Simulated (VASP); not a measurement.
# Co: single point with PBE

Co:

```
Co
1.0
     0.00000    3.11626    3.11626
     3.11626    0.00000    3.11626
     3.11626    3.11626    0.00000
Co
2
Direct
  0.00000 0.00000 0.00000
  0.25000 0.25000 0.25000
```

This isn't the form of Co at room conditions, which is hcp.

```
Program                : VASP 6.6.1
Task                   : single point
Functional             : PBE
Potentials or basis    : VASP PAW PBE potentials, release 64 (Co)
Cutoff                 : 520 eV
k mesh                 : 6 × 6 × 6
Occupations            : gaussian, width 0.1 eV
Spin                   : collinear spin, ferromagnetic start
Starting moments       : [3.0, 3.0] μB
Dipole correction      : no
Further INCAR settings : ALGO = Normal; EDIFF = 1e-06; NBANDS = 20
```

```
Pressure                                              : -14.0 GPa
Net moment                                            : 3.93 μB per cell
Site moments                                          : Co +2.05 μB
Valence electrons inside the program's atomic spheres : Co 7.68
```

Levels at points of the mesh, in eV from the Fermi level:
Spin up:
```tsv
k point	band 9	band 10	band 11	band 12	band 13	band 14
(0.00, 0.00, 0.00)	-1.82	-1.54	-1.54	7.26	7.26	7.26
(0.50, 0.00, 0.00)	-1.53	-1.53	-0.74	-0.46	5.44	5.44
(0.50, 0.50, 0.00)	-1.46	-1.46	0.01	0.01	3.28	3.28
```
Spin down:
```tsv
k point	band 5	band 6	band 7	band 8	band 9	band 10
(0.00, 0.00, 0.00)	-0.62	-0.62	0.12	0.12	0.12	0.67
(0.50, 0.00, 0.00)	-0.57	-0.57	-0.46	0.32	0.32	0.57
(0.50, 0.50, 0.00)	-0.68	-0.68	0.06	0.06	0.63	0.63
```

Wall time 56 s on 1 thread of Intel Xeon 8259CL, on a shared host, peak memory 0.24 GiB.

Caveat: the cell stands under tension.
